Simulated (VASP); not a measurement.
Set up this calculation in VASP 6.6.1, as the native input.

| Item | Value |
| --- | --- |
| Task | single point |
| Functional | PBE |
| Potentials or basis | VASP PAW PBE potentials, release 64 (Sc_sv, Al) |
| Cutoff | 520 eV |
| k mesh | 12 × 12 × 12 |
| Occupations | gaussian, width 0.1 eV |
| Spin | no spin polarisation |
| Dipole correction | no |
| Further INCAR settings | ALGO = Normal; EDIFF = 1e-06; NBANDS = 18 |

The structure of ScAl3 lies in POSCAR:

```
ScAl3
1.0
    4.1059087769      0.0000000000      0.0000000000
    0.0000000000      4.1059087769      0.0000000000
    0.0000000000      0.0000000000      4.1059087769
Sc Al
1 3
Direct
    0.0000000000      0.0000000000      0.0000000000
    0.5000000000      0.0000000000      0.5000000000
    0.0000000000      0.5000000000      0.5000000000
    0.5000000000      0.5000000000      0.0000000000
```

The input as run:

INCAR

```
ALGO = Normal
EDIFF = 1E-6
ENCUT = 520
GGA = PE
ISIF = 2
ISMEAR = 0
LASPH = True
LCHARG = True
LELF = True
LREAL = False
LVHAR = True
LWAVE = False
NBANDS = 18
NELM = 80
PREC = Accurate
SIGMA = 0.1
```

KPOINTS

```
k-points
0
Gamma
  12 12 12
```

Potentials or basis: VASP PAW PBE potentials, release 64 (Sc_sv, Al).

Command:

```bash
$ cat potpaw_PBE.64/Sc_sv/POTCAR potpaw_PBE.64/Al/POTCAR > POTCAR
$ mpirun -np 1 vasp_std > vasp.out
```

Results of the run:

```yaml
Pressure: 0.0 GPa
Band_gap_on_the_k_mesh: zero (band 10 reaches 8.07 eV, above the bottom of band 11 at 4.21 eV)
```

Run time: 50 s on 1 thread of Intel(R) Xeon(R) Platinum 8488C (Sapphire Rapids), on a shared host, peak memory 0.23 GiB.
